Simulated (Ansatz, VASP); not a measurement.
# Al3H: VASP beside Ansatz

The input INCAR:

```
SYSTEM = Al3H
  ALGO = Normal
  EDIFF = 1E-7
  ENCUT = 520
  GGA = PE
  ISIF = 2
  ISMEAR = 0
  LASPH = .TRUE.
  LCHARG = .FALSE.
  LREAL = .FALSE.
  LWAVE = .FALSE.
  NBANDS = 13
  NELM = 100
  PREC = Accurate
  SIGMA = 0.1
```

The input KPOINTS:

```
k-points
0
G
  6 6 6
  0 0 0
```

POSCAR

```
Al3H
1.0
    4.5520863200      0.0000000000      0.0000000000
   -2.2760431600      3.9422223900      0.0000000000
    0.0000000000      0.0000000000      3.6630655400
Al H
3 1
Direct
    0.5000000000      0.0000000000      0.5000000000
    0.0000000000      0.5000000000      0.5000000000
    0.5000000000      0.5000000000      0.5000000000
    0.0000000000      0.0000000000      0.0000000000
```

Input for Ansatz:

```yaml
crystal:
  lattice:
    - [4.55208632, 0.0, 0.0]
    - [-2.27604316, 3.94222239, 0.0]
    - [0.0, 0.0, 3.66306554]
  atoms:
    - { symbol: Al, position: [0.5, 0.0, 0.5] }
    - { symbol: Al, position: [0.0, 0.5, 0.5] }
    - { symbol: Al, position: [0.5, 0.5, 0.5] }
    - { symbol: H, position: [0.0, 0.0, 0.0] }
basis:
  ecutwfc: 420
kpoints:
  mp_grid: { grid: [6, 6, 6] }
hamiltonian:
  xc: pbe
scf:
  occupations: { method: gaussian, width: 0.1 }
  lower_state_search: "off"
output:
  forces: true
  stress: true
  eigenvalues: true
```

Alike in both runs: task single point; functional PBE; k mesh 6 × 6 × 6; occupations gaussian, width 0.1 eV; no spin polarisation.

```csv
,VASP,Ansatz
version,VASP 6.6.1,Ansatz 0.2.0
potentials or method,"VASP PAW PBE potentials, release 64 (Al, H), cutoff 520 eV","scalar-relativistic, plane waves, PAW"
valence electrons in the cell,10,10
```

VASP gave:

* gap on the k mesh at the Fermi level (eV): none
* pressure (GPa): 22.4
* traceless stress, the component that is largest in VASP (GPa): -32.85

Problem. Which values does Ansatz return?

Solution. gap on the k mesh at the Fermi level (eV): none; pressure (GPa): 22.4; traceless stress, the component that is largest in VASP (GPa): -32.81.

A gap of «none» marks a metal or a gap that the smearing closes. With one functional, cell and mesh, what is left measures potentials, basis and numerics.
